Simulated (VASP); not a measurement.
Runs of VASP 6.6.1 on Mg. The structure is that of space group Im-3m (No. 229), or close to it. The cells are those of the table. 

```csv
cell,gap on the mesh (eV),pressure (GPa)
"a = 2.579 Å, angles 109.5°, 1 atom",none,(b)
"a = 2.640 Å, angles 109.5°, 1 atom",none,37.7
"a = 2.557 Å, angles 109.5°, 1 atom",none,56.0
"a = 2.492 Å, angles 109.5°, 1 atom",none,(a)
"a = 2.536 Å, angles 109.5°, 1 atom",none,61.7
```

Alike in all rows: task single point; level LDA; potentials or basis VASP PAW LDA potentials, release 64 (Mg); no spin polarisation; k mesh 11 × 11 × 11; cutoff (eV) 600; smearing fermi-dirac 0.15 eV.

Fill in the values left out.

(a) 75.2; (b) 50.7.

A gap of «none» marks levels without a gap at the run's occupations.
